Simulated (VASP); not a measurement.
# SnO (P1) in VASP: further runs

Runs on SnO. Level: LDA. Tasks: single point.

Program: VASP 6.6.1. These are calculated values, not measurements. Logs are shortened: lines on timing, memory, paths and dates and some standing lists are left out, and cuts for length are marked.

## 1. The cell of the first run

The typed cell holds 4 atoms: a = 3.355 Å, b = 5.674 Å, c = 4.222 Å, α = 90.00°, β = 90.00°, γ = 90.00°.

## 2. Single point, LDA

INCAR

```
PREC = Accurate
ENCUT = 1340
EDIFF = 1E-6
ISMEAR = 0
SIGMA = 0.01
LREAL = False
LASPH = True
NELM = 120
ALGO = Normal
ISIF = 2
LWAVE = False
LCHARG = False
GGA = CA
NBANDS = 28
GGA_COMPAT = False
```

KPOINTS

```
regular mesh
0
Gamma
  4 3 3
```

POSCAR

```
SnO
1.0
    3.3550050000      0.0000000000      0.0000000000
    0.0000000000      5.6741040000      0.0000000000
    0.0000000000      0.0000000000      4.2219700000
Sn O
2 2
Direct
   -0.0043906714      0.1996373656      0.5035296121
    0.4974694335      0.7514596255      0.0164955999
   -0.0207247305      0.8612915113      0.7296628265
    0.5136436162      0.0974752027      0.2034435788
```

Potentials or basis: VASP PAW LDA potentials, release 64 (Sn_d, O_h).

Run with:

```console
$ cat potpaw_LDA.64/Sn_d/POTCAR potpaw_LDA.64/O_h/POTCAR > POTCAR
$ mpirun -np 1 vasp_std > vasp.out
```

OUTCAR:

```text
PREC = Accurate
   ENCUT = 1340
   EDIFF = 1E-6
   ISMEAR = 0
   LREAL = False
   LASPH = True
   NELM = 120
   ISIF = 2
   GGA = CA

 ion  position               nearest neighbor table
   1  0.996  0.200  0.504-   4 2.13   3 2.14   4 2.23   2 3.67   2 3.68   2 3.74   2 3.74
   2  0.497  0.751  0.016-   3 2.11   4 2.12   3 2.21   1 3.67   1 3.68   1 3.74   1 3.74
   3  0.979  0.861  0.730-   2 2.11   1 2.14   2 2.21
   4  0.514  0.097  0.203-   2 2.12   1 2.13   1 2.23

  LATTYP: Found a simple orthorhombic cell.
 ALAT       =     3.3550050000
 B/A-ratio  =     1.2584094510
 C/A-ratio  =     1.6912356315

  Lattice vectors:

 A1 = (  -3.3550050000,   0.0000000000,   0.0000000000)
 A2 = (   0.0000000000,   0.0000000000,   4.2219700000)
 A3 = (   0.0000000000,   5.6741040000,   0.0000000000)

Analysis of symmetry for initial positions (statically):
=====================================================================
 Subroutine PRICEL returns:
 Original cell was already a primitive cell.

 Routine SETGRP: Setting up the symmetry group for a
 simple orthorhombic supercell.

 Subroutine GETGRP returns: Found  1 space group operations
 (whereof  1 operations were pure point group operations)
 out of a pool of  8 trial point group operations.

The static configuration has the point symmetry C_1 .

Analysis of symmetry for dynamics (positions and initial velocities):
=====================================================================
 Subroutine PRICEL returns:
 Original cell was already a primitive cell.

 Routine SETGRP: Setting up the symmetry group for a
 simple orthorhombic supercell.

 Subroutine GETGRP returns: Found  1 space group operations
 (whereof  1 operations were pure point group operations)
 out of a pool of  8 trial point group operations.

The dynamic configuration has the point symmetry C_1 .

 Subroutine INISYM returns: Found  1 space group operations
 (whereof  1 operations are pure point group operations),
 and found     1 'primitive' translations

----------------------------------------------------------------------------------------

                                     Primitive cell

  volume of cell :      80.3722

  direct lattice vectors                    reciprocal lattice vectors
     3.355005000  0.000000000  0.000000000     0.298062149  0.000000000  0.000000000
     0.000000000  5.674104000  0.000000000     0.000000000  0.176239279  0.000000000
     0.000000000  0.000000000  4.221970000     0.000000000  0.000000000  0.236856254

  length of vectors
     3.355005000  5.674104000  4.221970000     0.298062149  0.176239279  0.236856254

  position of ions in fractional coordinates (direct lattice)
     0.995609329  0.199637366  0.503529612
     0.497469434  0.751459625  0.016495600
     0.979275270  0.861291511  0.729662826
     0.513643616  0.097475203  0.203443579

  ion indices of the primitive-cell ions
   primitive index   ion index
                 1           1
                 2           2
                 3           3
                 4           4

----------------------------------------------------------------------------------------

 KPOINTS: regular mesh

Automatic generation of k-mesh.
 Grid dimensions read from file:
 generate k-points for:    4    3    3

 Generating k-lattice:

  Cartesian coordinates                     Fractional coordinates (reciprocal lattice)
     0.074515537  0.000000000  0.000000000     0.250000000  0.000000000  0.000000000
     0.000000000  0.058746426  0.000000000     0.000000000  0.333333333  0.000000000
     0.000000000  0.000000000  0.078952085     0.000000000  0.000000000  0.333333333

  Length of vectors
     0.074515537  0.058746426  0.078952085

  Shift w.r.t. Gamma in fractional coordinates (k-lattice)
     0.000000000  0.000000000  0.000000000

 Subroutine IBZKPT returns following result:
 ===========================================

 Found     19 irreducible k-points:

 Following reciprocal coordinates:
            Coordinates               Weight
  0.000000  0.000000  0.000000      1.000000
  0.250000  0.000000  0.000000      2.000000
  0.500000  0.000000  0.000000      1.000000
  0.000000  0.333333  0.000000      2.000000
  0.250000  0.333333  0.000000      2.000000
  0.250000 -0.333333  0.000000      2.000000
[... 11 lines left out ...]
  0.500000  0.333333  0.333333      2.000000
  0.500000 -0.333333  0.333333      2.000000
   k-points           NKPTS =     19   k-points in BZ     NKDIM =     19   number of bands    NBANDS=     28
   number of dos      NEDOS =    301   number of ions     NIONS =      4
   total plane-waves  NPLWV = 140000
   dimension x,y,z NGX =    40 NGY =   70 NGZ =   50
   dimension x,y,z NGXF=    80 NGYF=  140 NGZF=  100
   ions per type =               2   2
   NGX,Y,Z   is equivalent  to a cutoff of  19.82, 20.51, 19.69 a.u.
   NGXF,Y,Z  is equivalent  to a cutoff of  39.64, 41.02, 39.38 a.u.
 SYSTEM =  unknown system
   PREC   = accura    normal or accurate (medium, high low for compatibility)
   ISTART =      0    job   : 0-new  1-cont  2-samecut
   ICHARG =      2    charge: 1-file 2-atom 10-const
   ISPIN  =      1    spin polarized calculation?
   LNONCOLLINEAR =      F non collinear calculations
   LSORBIT =      F    spin-orbit coupling
   LASPH  =      T    aspherical Exc in radial PAW
   ENCUT  = 1340.0 eV  98.49 Ry    9.92 a.u.  10.01 16.94 12.60*2*pi/ulx,y,z
   NELM   =    120;   NELMIN=  2; NELMDL= -5     # of ELM steps
   EDIFF  = 0.1E-05   stopping-criterion for ELM
   LREAL  =      F    real-space projection
   EDIFFG = 0.1E-04   stopping-criterion for IOM
   NSW    =      0    number of steps for IOM
   IBRION =     -1    ionic relax: 0-MD 1-quasi-New 2-CG
   NFREE  =      0    steps in history (QN), initial steepest desc. (CG)
   ISIF   =      2    stress and relaxation
   ISYM   =      2    0-nonsym 1-usesym 2-fastsym
   POTIM  = 0.5000    time-step for ionic-motion
   TEBEG  =    0.0;   TEEND  =   0.0 temperature during run
   PSTRESS=    0.0 pullay stress
   NELECT =      40.0000    total number of electrons
   NUPDOWN=      -1.0000    fix difference up-down
   EMIN   =  10.00;   EMAX   =-10.00  energy-range for DOS
   EFERMI =   0.00;   METHOD = LEGACY
   ISMEAR =     0;   SIGMA  =   0.01  broadening in eV -4-tet -1-fermi 0-gaus
   EFERMI_NEDOS =   21; number of points for ismear=-14 and -15
   IALGO  =     38    algorithm
   IMIX   =      4    mixing-type and parameters
     AMIX     =   0.40;   BMIX     =  1.00
     AMIX_MAG =   1.60;   BMIX_MAG =  1.00
  volume/ion in A,a.u.               =      20.09       135.59
  Fermi-wavevector in a.u.,A,eV,Ry     =   1.297357  2.451650 22.900458  1.683136
  Thomas-Fermi vector in A             =   2.428755
   LORBIT       =      0    0 simple, 1 ext, 2 COOP (PROOUT), +10 PAW based schemes
   GGA     = CA    functional components
   LHFCALC =     F    Hartree Fock is set to
   AEXX    =    0.0000 exact exchange contribution
   IVDW    =     0    specifies the selected vdW correction
   LEPSILON=     F    determine dielectric tensor
   LRPA    =     F    only Hartree local field effects (RPA)
 non-spin polarized calculation
 Gauss-broadening in eV      SIGMA  =   0.01
  energy-cutoff  :     1340.00
  volume of cell :       80.37
 maximum number of plane-waves:      8988
   NGX = 21   NGY = 33   NGZ = 25

 number of electron      40.0000000 magnetization

 Free energy of the ion-electron system (eV)
  ---------------------------------------------------
  ext. energy  EPLUGINS =         0.00000000
  ---------------------------------------------------
  free energy    TOTEN  =       -25.13756719 eV

  energy without entropy =      -25.13756719  energy(sigma->0) =      -25.13756719

 E-fermi :   4.6934     XC(G=0):  -9.9593

 val. band max:        4.5787976584   @ k =   0.0000   0.0000   0.0000
 cond. band min:       6.3941734828   @ k =   0.0000   0.3333   0.3333
 fundamental gap:      1.8153758244
 Fermi energy:         4.6933859557

 k-point     1 :       0.0000    0.0000    0.0000
  band No.  band energies     occupation
      1     -16.3770      2.00000
      2     -16.0355      2.00000
      3     -15.9664      2.00000
      4     -15.9439      2.00000
      5     -15.9112      2.00000
      6     -15.8771      2.00000
[... 20 lines left out ...]
     27      13.6115      0.00000
     28      13.9186      0.00000

 k-point     2 :       0.2500    0.0000    0.0000
  band No.  band energies     occupation
      1     -16.3607      2.00000
      2     -16.1266      2.00000
      3     -15.9487      2.00000
      4     -15.9279      2.00000
      5     -15.9232      2.00000
      6     -15.8847      2.00000
[... 20 lines left out ...]
     27      13.0614      0.00000
     28      14.3355      0.00000

 k-point     3 :       0.5000    0.0000    0.0000
  band No.  band energies     occupation
      1     -16.3359      2.00000
      2     -16.3105      2.00000
      3     -15.9279      2.00000
      4     -15.9212      2.00000
      5     -15.8935      2.00000
      6     -15.8788      2.00000
[... 20 lines left out ...]
     27      14.1268      0.00000
     28      14.3542      0.00000

 k-point     4 :       0.0000    0.3333    0.0000
  band No.  band energies     occupation
      1     -16.3717      2.00000
      2     -16.0379      2.00000
      3     -15.9628      2.00000
      4     -15.9427      2.00000
      5     -15.9123      2.00000
      6     -15.8781      2.00000
[... 423 lines left out ...]
     27      14.2825      0.00000
     28      14.9320      0.00000

 k-point    18 :       0.5000    0.3333    0.3333
  band No.  band energies     occupation
      1     -16.3535      2.00000
      2     -16.3331      2.00000
      3     -15.9416      2.00000
      4     -15.9403      2.00000
      5     -15.8790      2.00000
      6     -15.8655      2.00000
[... 20 lines left out ...]
     27      13.5268      0.00000
     28      14.3339      0.00000

 k-point    19 :       0.5000   -0.3333    0.3333
  band No.  band energies     occupation
      1     -16.3507      2.00000
      2     -16.3367      2.00000
      3     -15.9421      2.00000
      4     -15.9380      2.00000
      5     -15.8813      2.00000
      6     -15.8656      2.00000
[... 20 lines left out ...]
     27      13.8098      0.00000
     28      14.4565      0.00000

------------------------ aborting loop because EDIFF is reached ----------------------------------------

  FORCE on cell =-STRESS in cart. coord.  units (eV):
  Direction    XX          YY          ZZ          XY          YZ          ZX
  --------------------------------------------------------------------------------------
  -------------------------------------------------------------------------------------
  Total       -2.8152453     -1.4022668     -2.2722634     -0.0602100      0.5587430     -0.0947101
  in kB      -56.1204597    -27.9534639    -45.2963966     -1.2002547     11.1382520     -1.8879959
  external PRESSURE =     -43.1234401 kB  Pullay stress =       0.0000000 kB

 VOLUME and BASIS-vectors are now :
 -----------------------------------------------------------------------------
  energy-cutoff  :     1340.00
  volume of cell :       80.37
      direct lattice vectors                 reciprocal lattice vectors
     3.355005000  0.000000000  0.000000000     0.298062149  0.000000000  0.000000000
     0.000000000  5.674104000  0.000000000     0.000000000  0.176239279  0.000000000
     0.000000000  0.000000000  4.221970000     0.000000000  0.000000000  0.236856254

 POSITION                                       TOTAL-FORCE (eV/Angst)
 -----------------------------------------------------------------------------------
      3.34027      1.13276      2.12589         0.164938     -0.106127     -0.139956
      1.66901      4.26386      0.06964        -0.218469      0.169020     -0.293026
      3.28547      4.88706      3.08061         0.437490      0.233493     -0.087113
      1.72328      0.55308      0.85893        -0.383958     -0.296385      0.520094
 -----------------------------------------------------------------------------------
    total drift:                                0.000316      0.000390     -0.000113

  FREE ENERGIE OF THE ION-ELECTRON SYSTEM (eV)
  ---------------------------------------------------
  free  energy   TOTEN  =       -25.1375671891 eV

  energy  without entropy=      -25.1375671891  energy(sigma->0) =      -25.13756719
```

Wall time 72 s (1 thread of Intel Xeon 6975P-C (Granite Rapids), shared host); peak memory 0.37 GiB.

Results:

- Free energy: -25.1376 eV
- Pressure: -4.3 GPa
- Largest force: 0.711 eV/Å
- Band gap on the k mesh: 1.82 eV (least direct gap 2.32 eV)

Forces on the atoms (eV/Å):
```
Sn   0.165 -0.106 -0.140
Sn  -0.218  0.169 -0.293
O    0.437  0.233 -0.087
O   -0.384 -0.296  0.520
```

Caveat: the k points lie up to 0.50 Å⁻¹ apart; spin-orbit coupling is left out, which moves the levels of the heavy elements.

(Part 1 of 2 ends here.)
